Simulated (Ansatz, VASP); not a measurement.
## CsSnI3 in VASP and in Ansatz

```
Cs Sn I
1.0
     6.05425    0.00000    0.00000
     0.00000    6.05425    0.00000
     0.00000    0.00000    6.05425
Cs Sn I
1 1 3
Cartesian
  0.0000 0.0000 0.0000
  3.0271 3.0271 3.0271
  3.0271 3.0271 0.0000
  3.0271 0.0000 3.0271
  0.0000 3.0271 3.0271
```

Change from the starting cell: hydrostatic strain -3.0%.

Alike in both runs: task single point; functional HSE06; k mesh 2 × 2 × 2; occupations fermi-dirac, width 0.02 eV; no spin polarisation.

|  | VASP | Ansatz |
| --- | --- | --- |
| version | VASP 6.6.1 | Ansatz 0.2.0 |
| potentials or method | VASP PAW PBE potentials, release 64 (Cs_sv, Sn_d, I) | plane waves, PAW |
| plane-wave cutoff (eV) | 520 | 420 |
| valence electrons in the cell | 44 | 74 |

```tsv
	VASP	Ansatz	Ansatz less VASP
pressure (GPa)	3.7	3.7	+0.04
```

VASP's potentials hold 44 valence electrons a cell and Ansatz's 74, so a difference there can come from the potentials and not from the codes. Ansatz's warnings: stress exchange threshold loose, stress scf threshold loose.

The k mesh is coarse, so the values compare programs but aren't converged. Spin-orbit coupling is off throughout.
